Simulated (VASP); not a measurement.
A run of VASP 6.6.1 is set up as follows.

File POSCAR:

```
CuO
1.0
    0.0000000000      2.0858705035      2.0858705035
    2.0858705035      0.0000000000      2.0858705035
    2.0858705035      2.0858705035      0.0000000000
Cu O
1 1
Direct
    0.0000000000      0.0000000000      0.0000000000
    0.5000000000      0.5000000000      0.5000000000
```

File INCAR.step1:

```
PREC = Accurate
ENCUT = 520
ISMEAR = -1
SIGMA = 0.1
LREAL = False
LASPH = True
NELM = 100
NBANDS = 16
GGA = PE
ALGO = Normal
EDIFF = 1E-4
LWAVE = True
LCHARG = False
```

File INCAR.step2:

```
PREC = Accurate
ENCUT = 520
EDIFF = 1E-6
ISMEAR = -1
SIGMA = 0.1
LREAL = False
LASPH = True
NELM = 100
ALGO = Normal
ISIF = 2
LWAVE = False
LCHARG = True
METAGGA = R2SCAN
LMIXTAU = True
LELF = True
LVHAR = True
NBANDS = 16
ISTART = 1
```

The input KPOINTS:

```
Automatic mesh
0
Gamma
  14 14 14
```

Potentials or basis: VASP PAW PBE potentials, release 64 (Cu, O).

Launch:

```sh
$ cat potpaw_PBE.64/Cu/POTCAR potpaw_PBE.64/O/POTCAR > POTCAR
$ cp INCAR.step1 INCAR
$ mpirun -np 1 vasp_std > vasp.out
$ cp INCAR.step2 INCAR
$ mpirun -np 1 vasp_std > vasp.out
```

Task: What does it give for the band gap on the k mesh?

Result: Zero (an odd number of electrons rules out a gap without spin polarisation).

Task: What does it give for the pressure?

Result: 3.3 GPa.

Caveat: the cell stands under pressure; the PAW data sets were made with another functional, which shifts forces and pressure a little; an odd number of electrons without spin polarisation forces a metal; a magnetic or distorted state may lie lower; semilocal functionals often make such compounds metallic where correlation or magnetic order opens a gap, which also shifts bond lengths. With open d or f shells a metallic result of r2SCAN can be an artefact of self-interaction; +U or a hybrid may open a gap.
